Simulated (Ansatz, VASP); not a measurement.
# One calculation of AlCu6, two programs

File INCAR:

```
PREC = Accurate
ENCUT = 600
EDIFF = 1E-7
ISMEAR = 0
SIGMA = 0.2
LREAL = False
LASPH = True
NELM = 120
ALGO = Normal
ISIF = 3
LWAVE = False
LCHARG = False
GGA = PE
IBRION = 2
NSW = 36
EDIFFG = -0.08
GGA_COMPAT = False
NELMIN = 4
```

Contents of KPOINTS:

```
regular mesh
0
Gamma
  4 4 3
```

The input POSCAR:

```
AlCu6
1.0
    4.8203810800      0.0000000000      0.0000000000
   -2.4101905400      4.1745724700      0.0000000000
    0.0000000000      0.0000000000      5.3698449300
Al Cu
1 6
Direct
    0.0000000000      0.0000000000      0.5000000000
    0.5000000000      0.0000000000      0.5000000000
    0.0000000000      0.5000000000      0.5000000000
    0.5000000000      0.5000000000      0.5000000000
    0.5000000000      0.0000000000      0.0000000000
    0.0000000000      0.5000000000      0.0000000000
    0.5000000000      0.5000000000      0.0000000000
```

Input for Ansatz:

```yaml
crystal:
  lattice:
    - [4.82038108, 0.0, 0.0]
    - [-2.41019054, 4.17457247, 0.0]
    - [0.0, 0.0, 5.36984493]
  atoms:
    - { symbol: Al, position: [0.0, 0.0, 0.5] }
    - { symbol: Cu, position: [0.5, 0.0, 0.5] }
    - { symbol: Cu, position: [0.0, 0.5, 0.5] }
    - { symbol: Cu, position: [0.5, 0.5, 0.5] }
    - { symbol: Cu, position: [0.5, 0.0, 0.0] }
    - { symbol: Cu, position: [0.0, 0.5, 0.0] }
    - { symbol: Cu, position: [0.5, 0.5, 0.0] }
basis:
  ecutwfc: 420
kpoints:
  mp_grid: { grid: [4, 4, 3] }
hamiltonian:
  xc: pbe
scf:
  occupations: { method: gaussian, width: 0.2 }
  lower_state_search: "off"
output:
  forces: true
  stress: true
  eigenvalues: true
relax:
  adjacent_minimum: "off"
  f_tol: 0.08
  max_steps: 16
  cell: { stress_tol: 0.8 }
```

Alike in both runs: task relaxation of cell and atoms; functional PBE; k mesh 4 × 4 × 3; occupations gaussian, width 0.2 eV; no spin polarisation.

|  | VASP | Ansatz |
| --- | --- | --- |
| version | VASP 6.6.1 | Ansatz 0.2.0 |
| potentials or method | VASP PAW PBE potentials, release 64 (Al, Cu), cutoff 600 eV | scalar-relativistic, plane waves, PAW |
| valence electrons in the cell | 69 | 117 |

Ansatz gave:

```
gap on the k mesh at the Fermi level, each at its own relaxed structure (eV)  : none
relaxed volume (Å³/atom)                                                      : 14.48
relaxed length of the cell vector where the two differ most in proportion (Å) : 4.760
```

What did VASP give for the same quantities?

gap on the k mesh at the Fermi level, each at its own relaxed structure (eV): none; relaxed volume (Å³/atom): 14.51; relaxed length of the cell vector where the two differ most in proportion (Å): 4.777.

A gap of «none» marks a metal or a gap that the smearing closes. VASP's potentials hold 69 valence electrons a cell and Ansatz's 117, so a difference there can come from the potentials and not from the codes.

The k mesh is coarse, so the values compare programs but aren't converged.
